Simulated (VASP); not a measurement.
# GaP (I-4m2) in VASP: further runs

Runs on GaP. Level: PBEsol. Tasks: single point.

Everything below comes from runs of VASP 6.6.1. Logs are shortened: lines on timing, memory, paths and dates and some standing lists are left out, and cuts for length are marked.

## Step 1: The cell of the first run

The structure is tetragonal, space group I-4m2 (No. 119). Conventional cell: a = 3.777 Å, b = 3.777 Å, c = 5.450 Å, α = 90.00°, β = 90.00°, γ = 90.00°. Ga (site symmetry -4m2) has 4 P at 2.33 Å within 3.1 Å. P (site symmetry -4m2) has 4 Ga at 2.33 Å within 3.1 Å.

## Step 2: Single point, PBEsol (equal xx and yy strain of -2 %)

The input, INCAR:

```
PREC = Accurate ; ENCUT = 520
EDIFF = 1E-6 ; ISMEAR = -1
SIGMA = 0.08 ; LREAL = False
LASPH = True ; NELM = 100
ALGO = Normal ; ISIF = 2
LWAVE = False ; LCHARG = True
GGA = PS ; LELF = True
LVHAR = True ; NBANDS = 16
```

The input, KPOINTS:

```
Automatic mesh
0
Gamma
  12 12 12
```

The input, POSCAR:

```
GaP
1.0
    0.0000000000      2.6707450000      2.7252500000
    2.6707450000      0.0000000000      2.7252500000
    2.6707450000      2.6707450000      0.0000000000
Ga P
1 1
Direct
    0.0000000000      0.0000000000      0.0000000000
    0.7500000000      0.7500000000      0.7500000000
```

Potentials or basis: VASP PAW PBE potentials, release 64 (Ga_d, P).

Command:

```
$ cat potpaw_PBE.64/Ga_d/POTCAR potpaw_PBE.64/P/POTCAR > POTCAR
$ mpirun -np 1 vasp_std > vasp.out
```

OUTCAR:

```text
PREC = Accurate
   ENCUT = 520
   EDIFF = 1E-6
   ISMEAR = -1
   LREAL = False
   LASPH = True
   NELM = 100
   ISIF = 2
   GGA = PS

 ion  position               nearest neighbor table
   1  0.000  0.000  0.000-   2 2.33   2 2.33   2 2.33   2 2.33
   2  0.750  0.750  0.750-   1 2.33   1 2.33   1 2.33   1 2.33

  LATTYP: Found a body centered tetragonal cell.
 ALAT       =     3.7770038006
 C/A-ratio  =     1.4430750636

  Lattice vectors:

 A1 = (  -2.6707450000,   0.0000000000,   2.7252500000)
 A2 = (   2.6707450000,   0.0000000000,   2.7252500000)
 A3 = (   0.0000000000,   2.6707450000,  -2.7252500000)

Analysis of symmetry for initial positions (statically):
=====================================================================
 Subroutine PRICEL returns:
 Original cell was already a primitive cell.

 Routine SETGRP: Setting up the symmetry group for a
 body centered tetragonal supercell.

 Subroutine GETGRP returns: Found  8 space group operations
 (whereof  8 operations were pure point group operations)
 out of a pool of 16 trial point group operations.

The static configuration has the point symmetry D_2d.

Analysis of symmetry for dynamics (positions and initial velocities):
=====================================================================
 Subroutine PRICEL returns:
 Original cell was already a primitive cell.

 Routine SETGRP: Setting up the symmetry group for a
 body centered tetragonal supercell.

 Subroutine GETGRP returns: Found  8 space group operations
 (whereof  8 operations were pure point group operations)
 out of a pool of 16 trial point group operations.

The dynamic configuration has the point symmetry D_2d.

 Subroutine INISYM returns: Found  8 space group operations
 (whereof  8 operations are pure point group operations),
 and found     1 'primitive' translations

----------------------------------------------------------------------------------------

                                     Primitive cell

  volume of cell :      38.8778

  direct lattice vectors                    reciprocal lattice vectors
     0.000000000  2.670745000  2.725250000    -0.187213680  0.187213680  0.183469406
     2.670745000  0.000000000  2.725250000     0.187213680 -0.187213680  0.183469406
     2.670745000  2.670745000  0.000000000     0.187213680  0.187213680 -0.183469406

  length of vectors
     3.815739302  3.815739302  3.777003801     0.322116357  0.322116357  0.322116357

  position of ions in fractional coordinates (direct lattice)
     0.000000000  0.000000000  0.000000000
     0.750000000  0.750000000  0.750000000

  ion indices of the primitive-cell ions
   primitive index   ion index
                 1           1
                 2           2

----------------------------------------------------------------------------------------

 KPOINTS: Automatic mesh

Automatic generation of k-mesh.
 Grid dimensions read from file:
 generate k-points for:   12   12   12

 Generating k-lattice:

  Cartesian coordinates                     Fractional coordinates (reciprocal lattice)
    -0.015601140  0.015601140  0.015289117     0.083333333 -0.000000000  0.000000000
     0.015601140 -0.015601140  0.015289117    -0.000000000  0.083333333  0.000000000
     0.015601140  0.015601140 -0.015289117     0.000000000  0.000000000  0.083333333

  Length of vectors
     0.026843030  0.026843030  0.026843030

  Shift w.r.t. Gamma in fractional coordinates (k-lattice)
     0.000000000  0.000000000  0.000000000

 Subroutine IBZKPT returns following result:
 ===========================================

 Found    163 irreducible k-points:

 Following reciprocal coordinates:
            Coordinates               Weight
  0.000000  0.000000  0.000000      1.000000
  0.083333  0.000000  0.000000      8.000000
  0.166667  0.000000  0.000000      8.000000
  0.250000 -0.000000  0.000000      8.000000
  0.333333  0.000000  0.000000      8.000000
  0.416667 -0.000000  0.000000      8.000000
[... 16 lines left out ...]
  0.500000  0.166667  0.000000      8.000000
 -0.416667  0.166667  0.000000      8.000000
 [... further k-points ...]
   k-points           NKPTS =    163   k-points in BZ     NKDIM =    163   number of bands    NBANDS=     16
   number of dos      NEDOS =    301   number of ions     NIONS =      2
   total plane-waves  NPLWV =  21952
   dimension x,y,z NGX =    28 NGY =   28 NGZ =   28
   dimension x,y,z NGXF=    56 NGYF=   56 NGZF=   56
   ions per type =               1   1
   NGX,Y,Z   is equivalent  to a cutoff of  12.20, 12.20, 12.32 a.u.
   NGXF,Y,Z  is equivalent  to a cutoff of  24.40, 24.40, 24.65 a.u.
 SYSTEM =  unknown system
   PREC   = accura    normal or accurate (medium, high low for compatibility)
   ISTART =      0    job   : 0-new  1-cont  2-samecut
   ICHARG =      2    charge: 1-file 2-atom 10-const
   ISPIN  =      1    spin polarized calculation?
   LNONCOLLINEAR =      F non collinear calculations
   LSORBIT =      F    spin-orbit coupling
   LASPH  =      T    aspherical Exc in radial PAW
   ENCUT  =  520.0 eV  38.22 Ry    6.18 a.u.   7.09  7.09  7.02*2*pi/ulx,y,z
   NELM   =    100;   NELMIN=  2; NELMDL= -5     # of ELM steps
   EDIFF  = 0.1E-05   stopping-criterion for ELM
   LREAL  =      F    real-space projection
   EDIFFG = 0.1E-04   stopping-criterion for IOM
   NSW    =      0    number of steps for IOM
   IBRION =     -1    ionic relax: 0-MD 1-quasi-New 2-CG
   NFREE  =      0    steps in history (QN), initial steepest desc. (CG)
   ISIF   =      2    stress and relaxation
   ISYM   =      2    0-nonsym 1-usesym 2-fastsym
   POTIM  = 0.5000    time-step for ionic-motion
   TEBEG  =    0.0;   TEEND  =   0.0 temperature during run
   PSTRESS=    0.0 pullay stress
   NELECT =      18.0000    total number of electrons
   NUPDOWN=      -1.0000    fix difference up-down
   EMIN   =  10.00;   EMAX   =-10.00  energy-range for DOS
   EFERMI =   0.00;   METHOD = LEGACY
   ISMEAR =    -1;   SIGMA  =   0.08  broadening in eV -4-tet -1-fermi 0-gaus
   EFERMI_NEDOS =   21; number of points for ismear=-14 and -15
   IALGO  =     38    algorithm
   IMIX   =      4    mixing-type and parameters
     AMIX     =   0.40;   BMIX     =  1.00
     AMIX_MAG =   1.60;   BMIX_MAG =  1.00
  volume/ion in A,a.u.               =      19.44       131.18
  Fermi-wavevector in a.u.,A,eV,Ry     =   1.266481  2.393302 21.823385  1.603974
  Thomas-Fermi vector in A             =   2.399679
   LORBIT       =      0    0 simple, 1 ext, 2 COOP (PROOUT), +10 PAW based schemes
   GGA     = PS    functional components
   LHFCALC =     F    Hartree Fock is set to
   AEXX    =    0.0000 exact exchange contribution
   IVDW    =     0    specifies the selected vdW correction
   LEPSILON=     F    determine dielectric tensor
   LRPA    =     F    only Hartree local field effects (RPA)
 non-spin polarized calculation
  energy-cutoff  :      520.00
  volume of cell :       38.88
 maximum number of plane-waves:      1062
   NGX = 15   NGY = 15   NGZ = 13

 number of electron      17.9999992 magnetization

 Free energy of the ion-electron system (eV)
  ---------------------------------------------------
  ext. energy  EPLUGINS =         0.00000000
  ---------------------------------------------------
  free energy    TOTEN  =        -9.90907675 eV

  energy without entropy =       -9.90907238  energy(sigma->0) =       -9.90907456

 E-fermi :   5.6735     XC(G=0): -10.2063

 val. band max:        5.0296014325   @ k =   0.0000   0.0000   0.0000
 cond. band min:       6.3269344830   @ k =   0.4167   0.0000   0.4167
 fundamental gap:      1.2973330506
 Fermi energy:         5.6734671358

 k-point     1 :       0.0000    0.0000    0.0000
  band No.  band energies     occupation
      1      -9.6310      2.00000
      2      -9.6249      2.00000
      3      -9.6249      2.00000
      4      -9.5142      2.00000
      5      -9.5124      2.00000
      6      -7.8470      2.00000
[... 8 lines left out ...]
     15      14.6226      0.00000
     16      15.0110      0.00000

 k-point     2 :       0.0833    0.0000    0.0000
  band No.  band energies     occupation
      1      -9.6357      2.00000
      2      -9.6256      2.00000
      3      -9.6224      2.00000
      4      -9.5144      2.00000
      5      -9.5124      2.00000
      6      -7.7506      2.00000
[... 8 lines left out ...]
     15      14.2924      0.00000
     16      14.5914      0.00000

 k-point     3 :       0.1667    0.0000    0.0000
  band No.  band energies     occupation
      1      -9.6554      2.00000
      2      -9.6197      2.00000
      3      -9.6159      2.00000
      4      -9.5146      2.00000
      5      -9.5118      2.00000
      6      -7.4683      2.00000
[... 8 lines left out ...]
     15      14.0474      0.00000
     16      15.0230      0.00000

 k-point     4 :       0.2500   -0.0000    0.0000
  band No.  band energies     occupation
      1      -9.6804      2.00000
      2      -9.6119      2.00000
      3      -9.6081      2.00000
      4      -9.5138      2.00000
      5      -9.5100      2.00000
      6      -7.0217      2.00000
[... 8 lines left out ...]
     15      13.9978      0.00000
     16      14.8387      0.00000
[... 324 lines left out ...]
 k-point    22 :       0.4167    0.1667    0.0000
  band No.  band energies     occupation
      1      -9.7201      2.00000
      2      -9.5944      2.00000
      3      -9.5858      2.00000
      4      -9.5207      2.00000
      5      -9.5033      2.00000
      6      -5.9880      2.00000
[... 8 lines left out ...]
     15      16.5574      0.00000
     16      16.6165      0.00000

 k-point    23 :       0.5000    0.1667    0.0000
  band No.  band energies     occupation
      1      -9.7269      2.00000
      2      -9.5943      2.00000
      3      -9.5841      2.00000
      4      -9.5152      2.00000
      5      -9.5050      2.00000
      6      -5.4912      2.00000
[... 8 lines left out ...]
     15      16.7566      0.00000
     16      17.2839      0.00000

 k-point    24 :      -0.4167    0.1667    0.0000
  band No.  band energies     occupation
      1      -9.7266      2.00000
      2      -9.5952      2.00000
      3      -9.5853      2.00000
      4      -9.5101      2.00000
      5      -9.5094      2.00000
      6      -5.3890      2.00000
[... 8 lines left out ...]
     15      15.3812      0.00000
     16      16.9585      0.00000

 [... further k-points ...]

------------------------ aborting loop because EDIFF is reached ----------------------------------------

  FORCE on cell =-STRESS in cart. coord.  units (eV):
  Direction    XX          YY          ZZ          XY          YZ          ZX
  --------------------------------------------------------------------------------------
  -------------------------------------------------------------------------------------
  Total        0.8502398      0.8502398      0.4683086      0.0000000      0.0000000      0.0000000
  in kB       35.0389308     35.0389308     19.2992967      0.0000000      0.0000000      0.0000000
  external PRESSURE =      29.7923861 kB  Pullay stress =       0.0000000 kB

 VOLUME and BASIS-vectors are now :
 -----------------------------------------------------------------------------
  energy-cutoff  :      520.00
  volume of cell :       38.88
      direct lattice vectors                 reciprocal lattice vectors
     0.000000000  2.670745000  2.725250000    -0.187213680  0.187213680  0.183469406
     2.670745000  0.000000000  2.725250000     0.187213680 -0.187213680  0.183469406
     2.670745000  2.670745000  0.000000000     0.187213680  0.187213680 -0.183469406

 POSITION                                       TOTAL-FORCE (eV/Angst)
 -----------------------------------------------------------------------------------
      0.00000      0.00000      0.00000        -0.000000     -0.000000     -0.000000
      4.00612      4.00612      4.08788         0.000000      0.000000      0.000000
 -----------------------------------------------------------------------------------
    total drift:                               -0.000000     -0.000000     -0.000000

  FREE ENERGIE OF THE ION-ELECTRON SYSTEM (eV)
  ---------------------------------------------------
  free  energy   TOTEN  =        -9.9090767478 eV

  energy  without entropy=       -9.9090723767  energy(sigma->0) =       -9.90907456
```

Run time: 2.2 min. Hardware: 1 thread of Intel Xeon 8259CL, shared host; peak memory 0.23 GiB.

What came out:

```
Free energy            : -9.9091 eV
Pressure               : 3.0 GPa
Band gap on the k mesh : 1.30 eV (least direct gap 2.04 eV)
```

Levels at points of the mesh, in eV from the valence-band top:
```csv
k point,band 7,band 8,band 9,band 10,band 11,band 12
"(0.00, 0.00, 0.00)",-0.12,0.00,0.00,2.04,3.76,3.76
"(0.50, 0.00, 0.00)",-6.97,-1.32,-1.14,1.66,4.53,4.68
"(0.50, 0.50, 0.00)",-7.14,-2.80,-2.80,1.49,1.76,10.82
"(0.50, 0.00, 0.50)",-7.00,-2.95,-2.94,1.34,1.57,10.77
```

Caveat: the cell differs from its parent crystal (equal xx and yy strain of -2 %); the PAW data sets were made with another functional, which shifts forces and pressure a little. A k mesh can miss the band edges.

## Step 3: Single point, PBEsol (equal xx and yy strain of -1 %)

The input, INCAR:

```
PREC = Accurate
ENCUT = 520
EDIFF = 1E-7
ISMEAR = -1
SIGMA = 0.08
LREAL = F
LASPH = T
NELM = 80
ALGO = Normal
ISIF = 2
LWAVE = F
LCHARG = F
GGA = PS
NBANDS = 16
```

The input, KPOINTS:

```
regular mesh
0
Gamma
  12 12 12
```

The input, POSCAR:

```
GaP
1.0
    0.0000000000      2.6979975000      2.7252500000
    2.6979975000      0.0000000000      2.7252500000
    2.6979975000      2.6979975000      0.0000000000
Ga P
1 1
Direct
    0.0000000000      0.0000000000      0.0000000000
    0.7500000000      0.7500000000      0.7500000000
```

Potentials or basis: VASP PAW PBE potentials, release 64 (Ga_d, P).

Command:

```
$ cat potpaw_PBE.64/Ga_d/POTCAR potpaw_PBE.64/P/POTCAR > POTCAR
$ mpirun -np 1 vasp_std > vasp.out
```

OUTCAR:

```text
PREC = Accurate
   ENCUT = 520
   EDIFF = 1E-7
   ISMEAR = -1
   LREAL = F
   LASPH = T
   NELM = 80
   ISIF = 2
   GGA = PS

 ion  position               nearest neighbor table
   1  0.000  0.000  0.000-   2 2.34   2 2.34   2 2.34   2 2.34
   2  0.750  0.750  0.750-   1 2.34   1 2.34   1 2.34   1 2.34

  LATTYP: Found a body centered tetragonal cell.
 ALAT       =     3.8155446557
 C/A-ratio  =     1.4284985479

  Lattice vectors:
[... 640 lines left out ...]
     16      16.6827      0.00000

 [... further k-points ...]

------------------------ aborting loop because EDIFF is reached ----------------------------------------

  FORCE on cell =-STRESS in cart. coord.  units (eV):
  Direction    XX          YY          ZZ          XY          YZ          ZX
  --------------------------------------------------------------------------------------
  -------------------------------------------------------------------------------------
  Total        0.3395538      0.3395538      0.1499390      0.0000000      0.0000000      0.0000000
  in kB       13.7119676     13.7119676      6.0548834      0.0000000      0.0000000      0.0000000
  external PRESSURE =      11.1596062 kB  Pullay stress =       0.0000000 kB

 VOLUME and BASIS-vectors are now :
 -----------------------------------------------------------------------------
  energy-cutoff  :      520.00
  volume of cell :       39.68
      direct lattice vectors                 reciprocal lattice vectors
     0.000000000  2.697997500  2.725250000    -0.185322633  0.185322633  0.183469406
     2.697997500  0.000000000  2.725250000     0.185322633 -0.185322633  0.183469406
     2.697997500  2.697997500  0.000000000     0.185322633  0.185322633 -0.183469406

 POSITION                                       TOTAL-FORCE (eV/Angst)
 -----------------------------------------------------------------------------------
      0.00000      0.00000      0.00000         0.000000      0.000000      0.000000
      4.04700      4.04700      4.08788        -0.000000     -0.000000     -0.000000
 -----------------------------------------------------------------------------------
    total drift:                                0.000000      0.000000      0.000007

  FREE ENERGIE OF THE ION-ELECTRON SYSTEM (eV)
  ---------------------------------------------------
  free  energy   TOTEN  =        -9.9212770101 eV

  energy  without entropy=       -9.9212738686  energy(sigma->0) =       -9.92127544
```

Run time: 2.8 min. Hardware: 1 thread of Intel Xeon 8259CL, shared host; peak memory 0.24 GiB.

What came out:

- Free energy: -9.9213 eV
- Pressure: 1.1 GPa
- Band gap on the k mesh: 1.39 eV (least direct gap 1.90 eV)

Caveat: the cell differs from its parent crystal (equal xx and yy strain of -1 %); the PAW data sets were made with another functional, which shifts forces and pressure a little. A k mesh can miss the band edges.
